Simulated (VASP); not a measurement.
## AlNi2: single point with PBEsol

The system is AlNi2.

```xyz
6
Lattice="3.9749 0.0000 0.0000 -1.9874 3.4424 0.0000 0.0000 0.0000 4.9060" Properties=species:S:1:pos:R:3 pbc="T T T"
Al    0.0000    2.2949    0.9448
Al    1.9874    1.1475    3.9612
Ni    0.0000    2.2949    3.3731
Ni    1.9874    1.1475    1.5330
Ni    0.0000    0.0000    2.4530
Ni    0.0000    0.0000    0.0000
```

| Property | Result |
| --- | --- |
| Program | VASP 6.6.1 |
| Task | single point |
| Functional | PBEsol |
| Potentials or basis | VASP PAW PBE potentials, release 64 (Al, Ni) |
| Cutoff | 520 eV |
| k mesh | 12 × 12 × 8 |
| Occupations | gaussian, width 0.1 eV |
| Spin | no spin polarisation |
| Dipole correction | no |
| Further INCAR settings | ALGO = Fast; EDIFF = 1e-06; NBANDS = 32 |

```json
{
  "Pressure": "0.1 GPa",
  "Largest force": "0.010 eV/Å",
  "Band gap on the k mesh": "zero (bands 23 and 24 overlap by 4.26 eV)"
}
```

Forces in eV/Å, atoms in the order of the input:
```
Al   0.000  0.000  0.004
Al   0.000  0.000 -0.004
Ni   0.000  0.000 -0.010
Ni   0.000  0.000  0.010
Ni   0.000  0.000  0.000
Ni   0.000  0.000  0.000
```

Levels at points of the mesh, in eV from the Fermi level:
```tsv
k point	band 19	band 20	band 21	band 22	band 23	band 24	band 25	band 26	band 27	band 28
(0.00, 0.00, 0.00)	-0.66	-0.66	-0.53	-0.53	0.70	3.16	3.16	3.86	3.86	4.88
(0.50, 0.00, 0.00)	-0.99	-0.80	-0.74	-0.63	-0.55	-0.31	0.94	1.82	3.41	3.85
(0.00, 0.00, 0.50)	-0.73	-0.73	-0.69	-0.69	3.91	4.03	4.03	4.26	4.26	5.16
(0.50, 0.00, 0.50)	-1.19	-0.97	-0.81	-0.64	-0.38	-0.26	1.71	1.83	3.39	4.81
```

Wall time 8.7 min on 1 thread of AMD EPYC 7R43 64-Core Processor (Zen 3), with other jobs on the host, peak memory 0.29 GiB.

Caveat: the PAW data sets were made with another functional, which shifts forces and pressure a little. Spin polarisation is off, so any magnetic state and its effect on volume and gap are missing.
